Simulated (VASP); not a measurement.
Cs: single point with BLYP

The system is Cs.

```
CELL_PARAMETERS angstrom
5.60782 0.00000 0.00000
-2.80391 4.85652 0.00000
0.00000 0.00000 9.17025
ATOMIC_POSITIONS crystal
Cs 0.33333 0.66667 0.25000
Cs 0.66667 0.33333 0.75000
```

| Item | Value |
| --- | --- |
| Program | VASP 6.6.1 |
| Task | single point |
| Functional | BLYP |
| Potentials or basis | VASP PAW PBE potentials, release 64 (Cs_sv) |
| Cutoff | 520 eV |
| k mesh | 8 × 8 × 4 |
| Occupations | fermi-dirac, width 0.1 eV |
| Spin | no spin polarisation |
| Dipole correction | no |
| Further INCAR settings | ALGO = Normal; EDIFF = 1e-06; NBANDS = 16 |

```yaml
Pressure: 0.0 GPa
Band_gap_on_the_k_mesh: zero (band 9 reaches 1.25 eV, above the bottom of band 10 at -0.32 eV)
```

Levels at points of the mesh, in eV from the Fermi level:
```
           k point  band 5  band 6  band 7  band 8  band 9  band 10  band 11  band 12  band 13  band 14
(0.00, 0.00, 0.00)  -10.79  -10.77  -10.77  -10.77   -1.57    -0.07     0.86     2.20     2.20     2.20
(0.50, 0.00, 0.00)  -10.83  -10.81  -10.80  -10.79   -0.04     0.42     0.86     0.95     1.58     1.91
(0.00, 0.00, 0.50)  -10.78  -10.78  -10.78  -10.78   -1.00    -1.00     1.56     1.56     2.19     2.19
(0.50, 0.00, 0.50)  -10.80  -10.80  -10.80  -10.80    0.18     0.18     0.95     0.95     1.59     1.59
```

It took 4 min on 1 thread of Oxide Virtual Turin-like Processor, with other jobs on the host, peak memory 0.33 GiB.

Caveat: the PAW data sets were made with another functional, which shifts forces and pressure a little; spin-orbit coupling is left out, which moves the levels of the heavy elements.
